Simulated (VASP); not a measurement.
A run of VASP 6.6.1 is set up as follows.

The input INCAR:

```
PREC = Accurate
ENCUT = 520
EDIFF = 1E-7
ISMEAR = 0
SIGMA = 0.1
LREAL = F
LASPH = T
NELM = 80
ALGO = Normal
ISIF = 2
LWAVE = F
LCHARG = F
GGA = PE
NBANDS = 40
```

KPOINTS

```
regular mesh
0
Gamma
  3 3 4
```

The input POSCAR:

```
La4ZrO
1.0
    5.9991997900      0.0000000000      0.0000000000
   -2.9995999000      5.1954594200      0.0000000000
    0.0000000000      0.0000000000      4.7259124200
La Zr O
4 1 1
Direct
    0.6666666700      0.3333333300      0.0000000000
    0.0045345200      0.5022672600      0.5000000000
    0.4977327400      0.5022672600      0.5000000000
    0.4977327400      0.9954654800      0.5000000000
    0.3333333300      0.6666666700      0.0000000000
    0.0000000000      0.0000000000      0.0000000000
```

Potentials or basis: VASP PAW PBE potentials, release 64 (La, Zr_sv, O).

Command:

```bash
$ cat potpaw_PBE.64/La/POTCAR potpaw_PBE.64/Zr_sv/POTCAR potpaw_PBE.64/O/POTCAR > POTCAR
$ mpirun -np 1 vasp_std > vasp.out
```

Q: Estimate the largest force.

A: 0.236 eV/Å.

Q: What does it give for the band gap on the k mesh?

A: Zero (bands 31 and 32 overlap by 0.80 eV).

Q: Estimate the pressure.

A: 12.5 GPa.

Forces on the atoms (eV/Å):
```
La   0.000  0.000  0.000
La   0.205  0.118  0.000
La  -0.205  0.118  0.000
La   0.000 -0.236  0.000
Zr   0.000  0.000  0.000
O    0.000  0.000  0.000
```

Caveat: the k points lie up to 0.40 Å⁻¹ apart, too coarse for converged energies and pressures of a metal; spin-orbit coupling is left out, which moves the levels of the heavy elements.
